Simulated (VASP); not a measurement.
Here is a VASP 6.6.1 calculation.

INCAR

```
SYSTEM = Ga
ALGO = Normal
EDIFF = 1E-6
ENCUT = 500
GGA = PE
GGA_COMPAT = .FALSE.
ISIF = 2
ISMEAR = -1
IVDW = 12
LASPH = .TRUE.
LCHARG = .TRUE.
LELF = .TRUE.
LREAL = .FALSE.
LVHAR = .TRUE.
LWAVE = .FALSE.
NBANDS = 12
NELM = 120
PREC = Accurate
SIGMA = 0.1
```

KPOINTS

```
k-points
0
G
  8 8 8
  0 0 0
```

File POSCAR:

```
Ga
1.0
   -1.5435899667      1.5435899667      1.5435899667
    1.5435899667     -1.5435899667      1.5435899667
    1.5435899667      1.5435899667     -1.5435899667
Ga
1
Direct
    0.0000000000      0.0000000000      0.0000000000
```

Potentials or basis: VASP PAW PBE potentials, release 64 (Ga_d).

Command:

```sh
$ cat potpaw_PBE.64/Ga_d/POTCAR > POTCAR
$ mpirun -np 1 vasp_std > vasp.out
```

Predict the band gap on the k mesh.

zero (an odd number of electrons rules out a gap without spin polarisation).

What does it give for the dispersion energy per atom?

-0.393 eV.
